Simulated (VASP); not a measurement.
# Sr3Be (I4/mmm) in VASP: notebook

The runs below take Sr3Be through single point, with PBE.

Everything below comes from runs of VASP 6.6.1. Logs are shortened: lines on timing, memory, paths and dates and some standing lists are left out, and cuts for length are marked.

### Step 1. The cell of the first run

The structure is tetragonal, space group I4/mmm (No. 139). Conventional cell: a = 4.558 Å, b = 4.558 Å, c = 10.182 Å, α = 90.00°, β = 90.00°, γ = 90.00°. Within 4.2 Å of Sr (site symmetry 4/mmm) lie 4 Be at 3.22 Å and 8 Sr at 3.42 Å. Within 4.2 Å of Sr (site symmetry -4m2) lie 8 Sr at 3.22 to 3.42 Å and 4 Be at 3.42 Å. Be (site symmetry 4/mmm) has 12 Sr at 3.22 to 3.42 Å within 4.2 Å.

### Step 2. Single point, PBE

INCAR

```
SYSTEM = Sr3Be
PREC = Accurate ; ENCUT = 520
EDIFF = 1E-6 ; ISMEAR = 0
SIGMA = 0.1 ; LREAL = .False.
LASPH = .True. ; NELM = 100
ALGO = Normal ; ISIF = 2
LWAVE = .False. ; LCHARG = .True.
GGA = PE ; LELF = .True.
LVHAR = .True. ; NBANDS = 24
```

KPOINTS

```
regular mesh
0
Gamma
  6 6 6
  0 0 0
```

POSCAR

```
Sr3Be
1.0
   -2.2791865041      2.2791865041      5.0911698533
    2.2791865041     -2.2791865041      5.0911698533
    2.2791865041      2.2791865041     -5.0911698533
Sr Be
3 1
Direct
    0.5000000000      0.5000000000      0.0000000000
    0.2500000000      0.7500000000      0.5000000000
    0.7500000000      0.2500000000      0.5000000000
    0.0000000000      0.0000000000      0.0000000000
```

Potentials or basis: VASP PAW PBE potentials, release 64 (Sr_sv, Be).

Run with:

```console
> cat potpaw_PBE.64/Sr_sv/POTCAR potpaw_PBE.64/Be/POTCAR > POTCAR
> mpirun -np 1 vasp_std > vasp.out
```

OUTCAR:

```text
SYSTEM = Sr3Be
   PREC = Accurate
   ENCUT = 520
   EDIFF = 1E-6
   ISMEAR = 0
   LREAL = .False.
   LASPH = .True.
   NELM = 100
   ISIF = 2
   GGA = PE

 ion  position               nearest neighbor table
   1  0.500  0.500  0.000-   4 3.22   4 3.22   4 3.22   4 3.22   3 3.42   2 3.42   3 3.42   3 3.42
                             2 3.42   2 3.42   3 3.42   2 3.42
   2  0.250  0.750  0.500-   3 3.22   3 3.22   3 3.22   3 3.22   4 3.42   1 3.42   4 3.42   1 3.42
                             4 3.42   4 3.42   1 3.42   1 3.42   3 5.09   3 5.09
   3  0.750  0.250  0.500-   2 3.22   2 3.22   2 3.22   2 3.22   4 3.42   1 3.42   4 3.42   4 3.42
                             1 3.42   1 3.42   4 3.42   1 3.42   2 5.09   2 5.09
   4  0.000  0.000  0.000-   1 3.22   1 3.22   1 3.22   1 3.22   3 3.42   2 3.42   3 3.42   2 3.42
                             3 3.42   3 3.42   2 3.42   2 3.42

  LATTYP: Found a body centered tetragonal cell.
 ALAT       =     4.5583730082
 C/A-ratio  =     2.2337662338

  Lattice vectors:

 A1 = (  -2.2791865041,   2.2791865041,   5.0911698533)
 A2 = (   2.2791865041,  -2.2791865041,   5.0911698533)
 A3 = (   2.2791865041,   2.2791865041,  -5.0911698533)

Analysis of symmetry for initial positions (statically):
=====================================================================
 Subroutine PRICEL returns:
 Original cell was already a primitive cell.

 Routine SETGRP: Setting up the symmetry group for a
 body centered tetragonal supercell.

 Subroutine GETGRP returns: Found 16 space group operations
 (whereof 16 operations were pure point group operations)
 out of a pool of 16 trial point group operations.

The static configuration has the point symmetry D_4h.

Analysis of symmetry for dynamics (positions and initial velocities):
=====================================================================
 Subroutine PRICEL returns:
 Original cell was already a primitive cell.

 Routine SETGRP: Setting up the symmetry group for a
 body centered tetragonal supercell.

 Subroutine GETGRP returns: Found 16 space group operations
 (whereof 16 operations were pure point group operations)
 out of a pool of 16 trial point group operations.

The dynamic configuration has the point symmetry D_4h.

 Subroutine INISYM returns: Found 16 space group operations
 (whereof 16 operations are pure point group operations),
 and found     1 'primitive' translations

----------------------------------------------------------------------------------------

                                     Primitive cell

  volume of cell :     105.7882

  direct lattice vectors                    reciprocal lattice vectors
[... 96 lines left out ...]
   NFREE  =      0    steps in history (QN), initial steepest desc. (CG)
   ISIF   =      2    stress and relaxation
   ISYM   =      2    0-nonsym 1-usesym 2-fastsym
   POTIM  = 0.5000    time-step for ionic-motion
   TEBEG  =    0.0;   TEEND  =   0.0 temperature during run
   PSTRESS=    0.0 pullay stress
   NELECT =      32.0000    total number of electrons
   NUPDOWN=      -1.0000    fix difference up-down
   EMIN   =  10.00;   EMAX   =-10.00  energy-range for DOS
   EFERMI =   0.00;   METHOD = LEGACY
   ISMEAR =     0;   SIGMA  =   0.10  broadening in eV -4-tet -1-fermi 0-gaus
   EFERMI_NEDOS =   21; number of points for ismear=-14 and -15
   IALGO  =     38    algorithm
   IMIX   =      4    mixing-type and parameters
     AMIX     =   0.40;   BMIX     =  1.00
     AMIX_MAG =   1.60;   BMIX_MAG =  1.00
  volume/ion in A,a.u.               =      26.45       178.47
  Fermi-wavevector in a.u.,A,eV,Ry     =   1.098953  2.076720 16.431720  1.207697
  Thomas-Fermi vector in A             =   2.235339
   LORBIT       =      0    0 simple, 1 ext, 2 COOP (PROOUT), +10 PAW based schemes
   GGA     = PE    functional components
   LHFCALC =     F    Hartree Fock is set to
   AEXX    =    0.0000 exact exchange contribution
   IVDW    =     0    specifies the selected vdW correction
   LEPSILON=     F    determine dielectric tensor
   LRPA    =     F    only Hartree local field effects (RPA)
 non-spin polarized calculation
 Gauss-broadening in eV      SIGMA  =   0.10
  energy-cutoff  :      520.00
  volume of cell :      105.79
 maximum number of plane-waves:      2879
 NGX is ok and might be reduce to    48
   NGX = 23   NGY = 23   NGZ = 23

 number of electron      32.0000000 magnetization

 Free energy of the ion-electron system (eV)
  ---------------------------------------------------
  ext. energy  EPLUGINS =         0.00000000
  ---------------------------------------------------
  free energy    TOTEN  =        -5.19702054 eV

  energy without entropy =       -5.17229915  energy(sigma->0) =       -5.18465984

 E-fermi :   3.6851     XC(G=0):  -9.3144

 val. band max:        3.6781213717   @ k =   0.3333   0.0000  -0.0000
 cond. band min:       3.6888802832   @ k =  -0.1667   0.1667   0.1667
 fundamental gap:      0.0107589115
 Fermi energy:         3.6850987511

 k-point     1 :       0.0000    0.0000    0.0000
  band No.  band energies     occupation
      1     -32.1784      2.00000
      2     -31.8589      2.00000
      3     -31.7770      2.00000
      4     -14.7382      2.00000
      5     -14.7084      2.00000
      6     -14.7084      2.00000
[... 637 lines left out ...]
     23       7.5906      0.00000
     24       7.6295      0.00000

 [... further k-points ...]

------------------------ aborting loop because EDIFF is reached ----------------------------------------

  FORCE on cell =-STRESS in cart. coord.  units (eV):
  Direction    XX          YY          ZZ          XY          YZ          ZX
  --------------------------------------------------------------------------------------
  -------------------------------------------------------------------------------------
  Total        7.7051411      7.7051411      6.2118144      0.0000000      0.0000000      0.0000000
  in kB      116.6954367    116.6954367     94.0787956      0.0000000      0.0000000      0.0000000
  external PRESSURE =     109.1565564 kB  Pullay stress =       0.0000000 kB

 VOLUME and BASIS-vectors are now :
 -----------------------------------------------------------------------------
  energy-cutoff  :      520.00
  volume of cell :      105.79
      direct lattice vectors                 reciprocal lattice vectors
    -2.279186504  2.279186504  5.091169853     0.000000000  0.219376518  0.098209255
     2.279186504 -2.279186504  5.091169853     0.219376518  0.000000000  0.098209255
     2.279186504  2.279186504 -5.091169853     0.219376518  0.219376518  0.000000000

 POSITION                                       TOTAL-FORCE (eV/Angst)
 -----------------------------------------------------------------------------------
      0.00000      0.00000      5.09117        -0.000000     -0.000000     -0.000000
      2.27919      0.00000      2.54558         0.000000     -0.000000      0.000000
      0.00000      2.27919      2.54558        -0.000000      0.000000     -0.000000
      0.00000      0.00000      0.00000        -0.000000     -0.000000     -0.000000
 -----------------------------------------------------------------------------------
    total drift:                                0.000000     -0.000000      0.000000

  FREE ENERGIE OF THE ION-ELECTRON SYSTEM (eV)
  ---------------------------------------------------
  free  energy   TOTEN  =        -5.1970205385 eV

  energy  without entropy=       -5.1722991507  energy(sigma->0) =       -5.18465984
```

OSZICAR:

```text
N       E                     dE             d eps       ncg     rms          rms(c)
DAV:   1     0.181100677623E+03    0.18110E+03   -0.15441E+04  1440   0.121E+03
DAV:   2     0.750631771660E+01   -0.17359E+03   -0.16810E+03  1792   0.275E+02
DAV:   3    -0.499836927360E+01   -0.12505E+02   -0.12064E+02  2552   0.563E+01
DAV:   4    -0.540098202948E+01   -0.40261E+00   -0.40144E+00  1968   0.886E+00
DAV:   5    -0.541137095668E+01   -0.10389E-01   -0.10387E-01  2216   0.142E+00    0.286E+01
DAV:   6    -0.523431386783E+01    0.17706E+00   -0.36825E-01  2168   0.209E+00    0.182E+01
DAV:   7    -0.520560277890E+01    0.28711E-01   -0.23347E-01  2544   0.244E+00    0.163E+00
DAV:   8    -0.519720244443E+01    0.84003E-02   -0.30272E-02  1912   0.908E-01    0.568E-01
DAV:   9    -0.519703272007E+01    0.16972E-03   -0.68213E-03  2096   0.564E-01    0.198E-01
DAV:  10    -0.519701372236E+01    0.18998E-04   -0.63170E-04  2024   0.183E-01    0.953E-02
DAV:  11    -0.519702332939E+01   -0.96070E-05   -0.14732E-04  2352   0.941E-02    0.311E-02
DAV:  12    -0.519702007522E+01    0.32542E-05   -0.19787E-05  2016   0.274E-02    0.963E-03
DAV:  13    -0.519702053850E+01   -0.46328E-06   -0.91533E-07  1432   0.835E-03
   1 F= -.51970205E+01 E0= -.51846598E+01  d E =-.247214E-01
```

stdout:

```text
POSCAR found type information on POSCAR SrBe
 POSCAR found :  2 types and       4 ions
 scaLAPACK will be used
 LDA part: xc-table for (Slater+PW92), standard interpolation
 POSCAR, INCAR and KPOINTS ok, starting setup
 FFT: planning ... GRIDC
 FFT: planning ... GRID_SOFT
 FFT: planning ... GRID
 WAVECAR not read
 entering main loop
```

Run time: 2.5 min. Hardware: 1 thread of Oxide Virtual Turin-like, shared host; peak memory 0.31 GiB.

What came out:

```
Free energy            : -5.1970 eV
Pressure               : 10.9 GPa
Band gap on the k mesh : zero (bands 16 and 17 overlap by 0.46 eV)
```

Caveat: the cell stands under pressure.

### Step 3. Single point, PBE

This run uses another cell than the first one, of 39.21 Å³/atom.

INCAR

```
ALGO = Normal
EDIFF = 1E-6
ENCUT = 520
GGA = PE
ISIF = 2
ISMEAR = 0
LASPH = T
LCHARG = T
LELF = T
LREAL = F
LVHAR = T
LWAVE = F
NBANDS = 24
NELM = 80
PREC = Accurate
SIGMA = 0.1
```

KPOINTS

```
k-points
0
Gamma
  6 6 6
```

POSCAR

```
Sr3Be
1.0
   -2.6450725274      2.6450725274      5.6045131425
    2.6450725274     -2.6450725274      5.6045131425
    2.6450725274      2.6450725274     -5.6045131425
Sr Be
3 1
Direct
    0.5000000000      0.5000000000      0.0000000000
    0.2500000000      0.7500000000      0.5000000000
    0.7500000000      0.2500000000      0.5000000000
    0.0000000000      0.0000000000      0.0000000000
```

Potentials or basis: VASP PAW PBE potentials, release 64 (Sr_sv, Be).

Run with:

```console
> cat potpaw_PBE.64/Sr_sv/POTCAR potpaw_PBE.64/Be/POTCAR > POTCAR
> mpirun -np 1 vasp_std > vasp.out
```

OUTCAR:

```text
EDIFF = 1E-6
   ENCUT = 520
   GGA = PE
   ISIF = 2
   ISMEAR = 0
   LASPH = T
   LREAL = F
   NELM = 80
   PREC = Accurate

 ion  position               nearest neighbor table
   1  0.500  0.500  0.000-   4 3.74   4 3.74   4 3.74   4 3.74   3 3.85   2 3.85   3 3.85   3 3.85
                             2 3.85   2 3.85   3 3.85   2 3.85
   2  0.250  0.750  0.500-   3 3.74   3 3.74   3 3.74   3 3.74   1 3.85   1 3.85   1 3.85   1 3.85

   3  0.750  0.250  0.500-   2 3.74   2 3.74   2 3.74   2 3.74   1 3.85   1 3.85   1 3.85   1 3.85

   4  0.000  0.000  0.000-   1 3.74   1 3.74   1 3.74   1 3.74

  LATTYP: Found a body centered tetragonal cell.
 ALAT       =     5.2901450548
 C/A-ratio  =     2.1188504604

  Lattice vectors:

 A1 = (  -2.6450725274,   2.6450725274,   5.6045131425)
 A2 = (   2.6450725274,  -2.6450725274,   5.6045131425)
 A3 = (   2.6450725274,   2.6450725274,  -5.6045131425)

Analysis of symmetry for initial positions (statically):
=====================================================================
 Subroutine PRICEL returns:
 Original cell was already a primitive cell.

 Routine SETGRP: Setting up the symmetry group for a
 body centered tetragonal supercell.

 Subroutine GETGRP returns: Found 16 space group operations
 (whereof 16 operations were pure point group operations)
 out of a pool of 16 trial point group operations.

The static configuration has the point symmetry D_4h.

Analysis of symmetry for dynamics (positions and initial velocities):
=====================================================================
 Subroutine PRICEL returns:
 Original cell was already a primitive cell.

 Routine SETGRP: Setting up the symmetry group for a
 body centered tetragonal supercell.

 Subroutine GETGRP returns: Found 16 space group operations
[... 123 lines left out ...]
   EFERMI_NEDOS =   21; number of points for ismear=-14 and -15
   IALGO  =     38    algorithm
   IMIX   =      4    mixing-type and parameters
     AMIX     =   0.40;   BMIX     =  1.00
     AMIX_MAG =   1.60;   BMIX_MAG =  1.00
  volume/ion in A,a.u.               =      39.21       264.61
  Fermi-wavevector in a.u.,A,eV,Ry     =   0.963756  1.821235 12.637442  0.928826
  Thomas-Fermi vector in A             =   2.093329
   LORBIT       =      0    0 simple, 1 ext, 2 COOP (PROOUT), +10 PAW based schemes
   GGA     = PE    functional components
   LHFCALC =     F    Hartree Fock is set to
   AEXX    =    0.0000 exact exchange contribution
   IVDW    =     0    specifies the selected vdW correction
   LEPSILON=     F    determine dielectric tensor
   LRPA    =     F    only Hartree local field effects (RPA)
 non-spin polarized calculation
 Gauss-broadening in eV      SIGMA  =   0.10
  energy-cutoff  :      520.00
  volume of cell :      156.85
 maximum number of plane-waves:      4238
   NGX = 25   NGY = 25   NGZ = 25

 number of electron      32.0000000 magnetization

 Free energy of the ion-electron system (eV)
  ---------------------------------------------------
  ext. energy  EPLUGINS =         0.00000000
  ---------------------------------------------------
  free energy    TOTEN  =        -6.53584853 eV

  energy without entropy =       -6.50722177  energy(sigma->0) =       -6.52153515

 E-fermi :   1.9583     XC(G=0):  -7.9286

 val. band max:        1.9490351028   @ k =   0.1667   0.1667   0.0000
 cond. band min:       1.9624648291   @ k =  -0.3333   0.3333   0.1667
 fundamental gap:      0.0134297263
 Fermi energy:         1.9582662087

 k-point     1 :       0.0000    0.0000    0.0000
  band No.  band energies     occupation
      1     -34.3290      2.00000
      2     -34.2755      2.00000
      3     -34.2574      2.00000
      4     -16.5397      2.00000
      5     -16.4762      2.00000
      6     -16.4762      2.00000
[... 637 lines left out ...]
     23       4.9076      0.00000
     24       4.9496      0.00000

 [... further k-points ...]

------------------------ aborting loop because EDIFF is reached ----------------------------------------

  FORCE on cell =-STRESS in cart. coord.  units (eV):
  Direction    XX          YY          ZZ          XY          YZ          ZX
  --------------------------------------------------------------------------------------
  -------------------------------------------------------------------------------------
  Total        0.1748940      0.1748940     -0.0561133      0.0000000      0.0000000      0.0000000
  in kB        1.7865391      1.7865391     -0.5731958      0.0000000      0.0000000      0.0000000
  external PRESSURE =       0.9999608 kB  Pullay stress =       0.0000000 kB

 VOLUME and BASIS-vectors are now :
 -----------------------------------------------------------------------------
  energy-cutoff  :      520.00
  volume of cell :      156.85
      direct lattice vectors                 reciprocal lattice vectors
    -2.645072527  2.645072527  5.604513143     0.000000000  0.189030733  0.089213815
     2.645072527 -2.645072527  5.604513143     0.189030733  0.000000000  0.089213815
     2.645072527  2.645072527 -5.604513143     0.189030733  0.189030733  0.000000000

 POSITION                                       TOTAL-FORCE (eV/Angst)
 -----------------------------------------------------------------------------------
      0.00000      0.00000      5.60451         0.000000     -0.000000      0.000000
      2.64507      0.00000      2.80226         0.000000      0.000000     -0.000000
      0.00000      2.64507      2.80226        -0.000000      0.000000      0.000000
      0.00000      0.00000      0.00000         0.000000     -0.000000      0.000000
 -----------------------------------------------------------------------------------
    total drift:                               -0.000000      0.000000      0.000000

  FREE ENERGIE OF THE ION-ELECTRON SYSTEM (eV)
  ---------------------------------------------------
  free  energy   TOTEN  =        -6.5358485316 eV

  energy  without entropy=       -6.5072217707  energy(sigma->0) =       -6.52153515
```

OSZICAR:

```text
N       E                     dE             d eps       ncg     rms          rms(c)
DAV:   1     0.183182777563E+03    0.18318E+03   -0.14669E+04  1440   0.115E+03
DAV:   2     0.862301839532E+01   -0.17456E+03   -0.16901E+03  1704   0.261E+02
DAV:   3    -0.562147190760E+01   -0.14244E+02   -0.13885E+02  2504   0.559E+01
DAV:   4    -0.656443981116E+01   -0.94297E+00   -0.93705E+00  2080   0.128E+01
DAV:   5    -0.658765150164E+01   -0.23212E-01   -0.23206E-01  2184   0.207E+00    0.220E+01
DAV:   6    -0.653991891691E+01    0.47733E-01   -0.14030E-01  1992   0.168E+00    0.133E+01
DAV:   7    -0.653532291562E+01    0.45960E-02   -0.10180E-01  2416   0.213E+00    0.734E-01
DAV:   8    -0.653557504887E+01   -0.25213E-03   -0.11252E-02  2144   0.494E-01    0.328E-01
DAV:   9    -0.653575734988E+01   -0.18230E-03   -0.16352E-03  2392   0.265E-01    0.898E-02
DAV:  10    -0.653582637753E+01   -0.69028E-04   -0.20041E-04  2176   0.792E-02    0.481E-02
DAV:  11    -0.653584841104E+01   -0.22034E-04   -0.24823E-05  2128   0.348E-02    0.137E-02
DAV:  12    -0.653584853157E+01   -0.12053E-06   -0.18656E-06  1616   0.810E-03
   1 F= -.65358485E+01 E0= -.65215352E+01  d E =-.286268E-01
```

Run time: 4.1 min. Hardware: 1 thread of Oxide Virtual Turin-like, shared host; peak memory 0.35 GiB.

What came out:

| Property | Result |
| --- | --- |
| Free energy | -6.5358 eV |
| Pressure | 0.1 GPa |
| Band gap on the k mesh | zero (bands 16 and 17 overlap by 0.57 eV) |
